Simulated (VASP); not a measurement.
Input of a VASP 6.6.1 run:

POSCAR

```
Ge2H4W
1.0
   -1.7074288354      1.7074288354      6.4137992206
    1.7074288354     -1.7074288354      6.4137992206
    1.7074288354      1.7074288354     -6.4137992206
Ge W H
2 1 4
Direct
    0.1979399373      0.1979399373      1.0000000000
    0.8020600627      0.8020600627      0.0000000000
    0.0000000000      0.0000000000      1.0000000000
    0.2332607532      0.5000000000      0.7332607532
    0.7667392468      0.5000000000      0.2667392468
    0.5000000000      0.7667392468      0.2667392468
    0.5000000000      0.2332607532      0.7332607532
```

The input INCAR.step1:

```
SYSTEM = Ge2H4W
ALGO = Normal ; EDIFF = 1E-5
EDIFFG = -0.005 ; ENCUT = 550
GGA = PE ; GGA_COMPAT = .FALSE.
IBRION = 2 ; ISIF = 3
ISMEAR = 0 ; KPAR = 4
LASPH = .TRUE. ; LCHARG = .FALSE.
LREAL = .FALSE. ; LWAVE = .TRUE.
NELM = 120 ; NELMIN = 4
NSW = 100 ; PREC = Accurate
SIGMA = 0.1
```

Contents of INCAR.step2:

```
SYSTEM = Ge2H4W
ALGO = Normal ; EDIFF = 1E-7
EDIFFG = -0.025 ; ENCUT = 550
GGA_COMPAT = .FALSE. ; IBRION = 2
ISIF = 3 ; ISMEAR = 0
ISTART = 1 ; KPAR = 4
LASPH = .TRUE. ; LCHARG = .FALSE.
LMIXTAU = .TRUE. ; LREAL = .FALSE.
LWAVE = .FALSE. ; METAGGA = R2SCAN
NELM = 120 ; NELMIN = 4
NSW = 90 ; PREC = Accurate
SIGMA = 0.1
```

KPOINTS

```
k-points
0
G
  12 12 12
  0 0 0
```

Potentials or basis: VASP PAW PBE potentials, release 64 (Ge_d, W_sv, H).

The run is started by

```console
$ cat potpaw_PBE.64/Ge_d/POTCAR potpaw_PBE.64/W_sv/POTCAR potpaw_PBE.64/H/POTCAR > POTCAR
$ cp INCAR.step1 INCAR
$ mpirun -np 4 vasp_std > vasp.out
$ cp INCAR.step2 INCAR
$ mpirun -np 4 vasp_std > vasp.out
```

**Question.** Estimate the relaxed volume.

**Answer.** 10.69 Å³/atom.

**Question.** Predict the relaxed cell.

**Answer.** a = 6.863 Å, b = 6.863 Å, c = 6.863 Å, α = 151.20°, β = 151.20°, γ = 41.18°.

**Question.** Predict the space group after relaxing (to 0.1 Å).

**Answer.** I4/mmm (No. 139).

Final structure:
```
Ge W H
1.0
    -1.70663    1.70663    6.42502
     1.70663   -1.70663    6.42502
     1.70663    1.70663   -6.42502
Ge W H
2 1 4
Direct
  0.19823 0.19823 0.00000
  0.80177 0.80177 0.00000
  0.00000 0.00000 0.00000
  0.23303 0.50000 0.73303
  0.76697 0.50000 0.26697
  0.50000 0.76697 0.26697
  0.50000 0.23303 0.73303
```

Caveat: the PAW data sets were made with another functional, which shifts forces and pressure a little.
